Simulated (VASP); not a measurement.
Runs of VASP 6.6.1 on Sn. The structure is that of space group Pm-3m (No. 221), or close to it. The cells are those of the table. 

```csv
task,cell,k mesh,cutoff (eV),gap on the mesh (eV),pressure (GPa)
single point,"a = 3.131 Å, 1 atom",16 × 16 × 16,520,none,1.8
single point,"a = 3.215 Å, 1 atom",16 × 16 × 16,520,none,(a)
single point,"a = 3.087 Å, 1 atom",16 × 16 × 16,520,none,(b)
single point,"a = 3.041 Å, 1 atom",16 × 16 × 16,520,none,6.5
single point,"a = 3.296 Å, 1 atom",16 × 16 × 16,520,none,-2.8
single point,"a = 3.174 Å, 1 atom",10 × 10 × 10,520,none,0.0
relaxation of cell and atoms,"relaxed from a = 3.117 Å, 1 atom",10 × 10 × 10,600,none,0.0
single point,"a = 3.256 Å, 1 atom",16 × 16 × 16,520,none,-2.1
```

Alike in all rows: level BLYP; potentials or basis VASP PAW PBE potentials, release 64 (Sn_d); no spin polarisation; smearing fermi-dirac 0.1 eV.

**Question.** Estimate the missing entries.

**Answer.** (a) -1.1; (b) 3.9.

Caveats: the PAW data sets were made with another functional, which shifts forces and pressure a little; spin-orbit coupling is left out, which moves the levels of the heavy elements.

A k mesh can miss the band edges, and the runs leave out spin-orbit coupling on Sn.

A gap of «none» marks levels without a gap at the run's occupations.
